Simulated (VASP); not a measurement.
# BaS in VASP: notebook

BaS is run at these levels: LDA; tasks: electric field gradients.

Everything below comes from runs of VASP 6.6.1. Logs are shortened: lines on timing, memory, paths and dates and some standing lists are left out, and cuts for length are marked.

## Step 1: The cell of the first run

The structure is tetragonal, space group I4/mmm (No. 139). The conventional cell has a = 4.607 Å, b = 4.607 Å, c = 6.388 Å, α = 90.00°, β = 90.00°, γ = 90.00°. Within 4.2 Å of Ba (site symmetry 4/mmm) lie 6 S at 3.19 to 3.26 Å. Within 4.2 Å of S (site symmetry 4/mmm) lie 6 Ba at 3.19 to 3.26 Å.

## Step 2: Electric field gradients, LDA (equal xx and yy strain of +2 %)

The input, INCAR:

```
ALGO     = Normal         # electronic algorithm
EDIFF    = 1E-8           # SCF threshold, eV
ENCUT    = 400            # plane-wave cutoff, eV
GGA_COMPAT= False        
ISIF     = 2              # what is computed and relaxed
ISMEAR   = -1             # smearing method
LASPH    = True           # aspherical terms in the spheres
LCHARG   = False          # write CHGCAR
LEFG     = True         
LREAL    = False          # projectors in reciprocal space
LWAVE    = False          # write WAVECAR
NBANDS   = 15             # bands
NELM     = 120            # most SCF steps
PREC     = Accurate       # precision mode
SIGMA    = 0.01           # smearing width, eV
```

The input, KPOINTS:

```
k-points
0
Gamma
  7 7 7
```

The input, POSCAR:

```
BaS
1.0
    0.0000000000      3.2576250000      3.1937500000
    3.2576250000      0.0000000000      3.1937500000
    3.2576250000      3.2576250000      0.0000000000
Ba S
1 1
Direct
    0.0000000000      0.0000000000      0.0000000000
    0.5000000000      0.5000000000      0.5000000000
```

Potentials or basis: VASP PAW LDA potentials, release 64 (Ba_sv, S).

Run with:

```
$ cat potpaw_LDA.64/Ba_sv/POTCAR potpaw_LDA.64/S/POTCAR > POTCAR
$ mpirun -np 1 vasp_std > vasp.out
```

OUTCAR:

```text
EDIFF = 1E-8
   ENCUT = 400
   ISIF = 2
   ISMEAR = -1
   LASPH = True
   LREAL = False
   NELM = 120
   PREC = Accurate

 ion  position               nearest neighbor table
   1  0.000  0.000  0.000-   2 3.19   2 3.19   2 3.26   2 3.26   2 3.26   2 3.26
   2  0.500  0.500  0.500-   1 3.19   1 3.19   1 3.26   1 3.26   1 3.26   1 3.26

  LATTYP: Found a body centered tetragonal cell.
 ALAT       =     4.6069774561
 C/A-ratio  =     1.3864838847

  Lattice vectors:

 A1 = (   0.0000000000,  -3.2576250000,  -3.1937500000)
 A2 = (   0.0000000000,   3.2576250000,  -3.1937500000)
 A3 = (   3.2576250000,   0.0000000000,   3.1937500000)

Analysis of symmetry for initial positions (statically):
=====================================================================
 Subroutine PRICEL returns:
 Original cell was already a primitive cell.

 Routine SETGRP: Setting up the symmetry group for a
 body centered tetragonal supercell.

 Subroutine GETGRP returns: Found 16 space group operations
 (whereof 16 operations were pure point group operations)
 out of a pool of 16 trial point group operations.

The static configuration has the point symmetry D_4h.

Analysis of symmetry for dynamics (positions and initial velocities):
=====================================================================
 Subroutine PRICEL returns:
 Original cell was already a primitive cell.

 Routine SETGRP: Setting up the symmetry group for a
 body centered tetragonal supercell.

 Subroutine GETGRP returns: Found 16 space group operations
 (whereof 16 operations were pure point group operations)
 out of a pool of 16 trial point group operations.

The dynamic configuration has the point symmetry D_4h.

 Subroutine INISYM returns: Found 16 space group operations
 (whereof 16 operations are pure point group operations),
 and found     1 'primitive' translations

----------------------------------------------------------------------------------------

                                     Primitive cell

  volume of cell :      67.7849

  direct lattice vectors                    reciprocal lattice vectors
     0.000000000  3.257625000  3.193750000    -0.153486052  0.153486052  0.156555773
     3.257625000  0.000000000  3.193750000     0.153486052 -0.153486052  0.156555773
     3.257625000  3.257625000  0.000000000     0.153486052  0.153486052 -0.156555773

  length of vectors
     4.562034601  4.562034601  4.606977456     0.267629681  0.267629681  0.267629681

  position of ions in fractional coordinates (direct lattice)
     0.000000000  0.000000000  0.000000000
     0.500000000  0.500000000  0.500000000

  ion indices of the primitive-cell ions
   primitive index   ion index
                 1           1
                 2           2

----------------------------------------------------------------------------------------

 KPOINTS: k-points

Automatic generation of k-mesh.
 Grid dimensions read from file:
 generate k-points for:    7    7    7

 Generating k-lattice:

  Cartesian coordinates                     Fractional coordinates (reciprocal lattice)
    -0.021926579  0.021926579  0.022365110     0.142857143  0.000000000  0.000000000
     0.021926579 -0.021926579  0.022365110     0.000000000  0.142857143  0.000000000
     0.021926579  0.021926579 -0.022365110     0.000000000  0.000000000  0.142857143

  Length of vectors
     0.038232812  0.038232812  0.038232812

  Shift w.r.t. Gamma in fractional coordinates (k-lattice)
     0.000000000  0.000000000  0.000000000

 Subroutine IBZKPT returns following result:
 ===========================================

 Found     40 irreducible k-points:

 Following reciprocal coordinates:
            Coordinates               Weight
  0.000000  0.000000  0.000000      1.000000
[... 32 lines left out ...]
 SYSTEM =  unknown system
   PREC   = accura    normal or accurate (medium, high low for compatibility)
   ISTART =      0    job   : 0-new  1-cont  2-samecut
   ICHARG =      2    charge: 1-file 2-atom 10-const
   ISPIN  =      1    spin polarized calculation?
   LNONCOLLINEAR =      F non collinear calculations
   LSORBIT =      F    spin-orbit coupling
   LASPH  =      T    aspherical Exc in radial PAW
   ENCUT  =  400.0 eV  29.40 Ry    5.42 a.u.   7.44  7.44  7.51*2*pi/ulx,y,z
   NELM   =    120;   NELMIN=  2; NELMDL= -5     # of ELM steps
   EDIFF  = 0.1E-07   stopping-criterion for ELM
   LREAL  =      F    real-space projection
   EDIFFG = 0.1E-06   stopping-criterion for IOM
   NSW    =      0    number of steps for IOM
   IBRION =     -1    ionic relax: 0-MD 1-quasi-New 2-CG
   NFREE  =      0    steps in history (QN), initial steepest desc. (CG)
   ISIF   =      2    stress and relaxation
   ISYM   =      2    0-nonsym 1-usesym 2-fastsym
   POTIM  = 0.5000    time-step for ionic-motion
   TEBEG  =    0.0;   TEEND  =   0.0 temperature during run
   PSTRESS=    0.0 pullay stress
   NELECT =      16.0000    total number of electrons
   NUPDOWN=      -1.0000    fix difference up-down
   EMIN   =  10.00;   EMAX   =-10.00  energy-range for DOS
   EFERMI =   0.00;   METHOD = LEGACY
   ISMEAR =    -1;   SIGMA  =   0.01  broadening in eV -4-tet -1-fermi 0-gaus
   EFERMI_NEDOS =   21; number of points for ismear=-14 and -15
   IALGO  =     38    algorithm
   IMIX   =      4    mixing-type and parameters
     AMIX     =   0.40;   BMIX     =  1.00
     AMIX_MAG =   1.60;   BMIX_MAG =  1.00
  volume/ion in A,a.u.               =      33.89       228.72
  Fermi-wavevector in a.u.,A,eV,Ry     =   1.011744  1.911918 13.927265  1.023625
  Thomas-Fermi vector in A             =   2.144811
   LORBIT       =      0    0 simple, 1 ext, 2 COOP (PROOUT), +10 PAW based schemes
   GGA     = CA    functional components
   LHFCALC =     F    Hartree Fock is set to
   AEXX    =    0.0000 exact exchange contribution
   IVDW    =     0    specifies the selected vdW correction
   LEPSILON=     F    determine dielectric tensor
   LRPA    =     F    only Hartree local field effects (RPA)
 non-spin polarized calculation
  energy-cutoff  :      400.00
  volume of cell :       67.78
 maximum number of plane-waves:      1250
 NGX is ok and might be reduce to    30
   NGX = 15   NGY = 15   NGZ = 15

 number of electron      16.0000002 magnetization

 Free energy of the ion-electron system (eV)
  ---------------------------------------------------
  ext. energy  EPLUGINS =         0.00000000
  ---------------------------------------------------
  free energy    TOTEN  =       -11.11341920 eV

  energy without entropy =      -11.11341920  energy(sigma->0) =      -11.11341920

 E-fermi :   1.2778     XC(G=0):  -8.8320

 val. band max:        1.0764570819   @ k =   0.0000   0.0000   0.0000
 cond. band min:       3.0542681626   @ k =   0.4286   0.4286   0.0000
 fundamental gap:      1.9778110807
 Fermi energy:         1.2777544933

 k-point     1 :       0.0000    0.0000    0.0000
  band No.  band energies     occupation
      1     -25.0854      2.00000
      2     -10.1641      2.00000
      3     -10.1625      2.00000
      4     -10.1625      2.00000
      5      -9.2204      2.00000
      6       1.0173      2.00000
      7       1.0173      2.00000
      8       1.0765      2.00000
      9       4.1481      0.00000
     10       4.6873      0.00000
     11       4.6873      0.00000
     12       4.8196      0.00000
     13       5.6132      0.00000
     14       5.7478      0.00000
[... 401 lines left out ...]
      2     -10.9174      2.00000
      3     -10.3680      2.00000
      4     -10.2655      2.00000
      5      -8.4591      2.00000
      6      -0.3447      2.00000
      7       0.1980      2.00000
      8       0.4043      2.00000
      9       4.9031      0.00000
     10       5.9952      0.00000
     11       7.1251      0.00000
     12       7.4573      0.00000
     13       8.5953      0.00000
     14       9.6444      0.00000
     15       9.7802      0.00000

 [... further k-points ...]

------------------------ aborting loop because EDIFF is reached ----------------------------------------

  FORCE on cell =-STRESS in cart. coord.  units (eV):
  Direction    XX          YY          ZZ          XY          YZ          ZX
  --------------------------------------------------------------------------------------
  -------------------------------------------------------------------------------------
  Total       -1.5849272     -1.5849272     -1.0234072      0.0000000      0.0000000      0.0000000
  in kB      -37.4616409    -37.4616409    -24.1894485      0.0000000      0.0000000      0.0000000
  external PRESSURE =     -33.0375768 kB  Pullay stress =       0.0000000 kB

 VOLUME and BASIS-vectors are now :
 -----------------------------------------------------------------------------
  energy-cutoff  :      400.00
  volume of cell :       67.78
      direct lattice vectors                 reciprocal lattice vectors
     0.000000000  3.257625000  3.193750000    -0.153486052  0.153486052  0.156555773
     3.257625000  0.000000000  3.193750000     0.153486052 -0.153486052  0.156555773
     3.257625000  3.257625000  0.000000000     0.153486052  0.153486052 -0.156555773

 POSITION                                       TOTAL-FORCE (eV/Angst)
 -----------------------------------------------------------------------------------
      0.00000      0.00000      0.00000         0.000000      0.000000      0.000000
      3.25762      3.25762      3.19375         0.000000      0.000000      0.000000
 -----------------------------------------------------------------------------------
    total drift:                               -0.000000      0.000000      0.000000

  FREE ENERGIE OF THE ION-ELECTRON SYSTEM (eV)
  ---------------------------------------------------
  free  energy   TOTEN  =       -11.1134191975 eV

  energy  without entropy=      -11.1134191975  energy(sigma->0) =      -11.11341920

 Electric field gradients (V/A^2)
---------------------------------------------------------------------
 ion       V_xx      V_yy      V_zz      V_xy      V_xz      V_yz
---------------------------------------------------------------------
   1      12.938    12.938   -25.877     0.000     0.000     0.000
   2       3.761     3.761    -7.521    -0.001    -0.001    -0.001
---------------------------------------------------------------------

 Electric field gradients after diagonalization (V/A^2)
 (convention: |V_zz| > |V_xx| > |V_yy|)
----------------------------------------------------------------------
 ion       V_xx      V_yy      V_zz     asymmetry (V_yy - V_xx)/ V_zz
----------------------------------------------------------------------
   1      12.938    12.938   -25.877       0.000
   2       3.761     3.760    -7.521       0.000
----------------------------------------------------------------------

           NMR quadrupolar parameters

 Cq : quadrupolar parameter    Cq=e*Q*V_zz/h
 eta: asymmetry parameters     (V_yy - V_xx)/ V_zz
 Q  : nuclear electric quadrupole moment in mb (millibarn)
----------------------------------------------------------------------
 ion       Cq(MHz)       eta       Q (mb)
----------------------------------------------------------------------
   1      -0.063       0.000       1.000
   2      -0.018       0.000       1.000
----------------------------------------------------------------------
```

Wall time 53 s (1 thread of Intel Xeon 8259CL, shared host); peak memory 0.16 GiB.

What came out:

| Property | Result |
| --- | --- |
| Free energy | -11.1134 eV |
| Pressure | -3.3 GPa |
| Band gap on the k mesh | 1.98 eV (least direct gap 2.15 eV) |
| Largest electric field gradient by atom | Ba -25.9; S -7.5 V/Å² |

Stress tensor (GPa, compression positive):
```
-3.75  0.00  0.00
 0.00 -3.75  0.00
 0.00  0.00 -2.42
```

Levels at points of the mesh, in eV from the valence-band top:
```tsv
k point	band 4	band 5	band 6	band 7	band 8	band 9	band 10	band 11	band 12	band 13
(0.00, 0.00, 0.00)	-11.24	-10.30	-0.06	-0.06	0.00	3.07	3.61	3.61	3.74	4.54
```

Electric field gradients, principal values (V/Å²):
```csv
atom,least,middle,greatest (by size)
1 Ba,12.938,12.938,-25.877
2 S,3.760,3.761,-7.521
```

Caveat: the cell differs from its parent crystal (equal xx and yy strain of +2 %); the cell stands under tension; without QUAD_EFG the Cq values of the log hold for a quadrupole moment of 1 mb, not for the nuclei; spin-orbit coupling is left out, which moves the levels of the heavy elements; an odd mesh through Γ misses points on the zone boundary, where band edges can lie.

(Continued in part 2 of 2.)
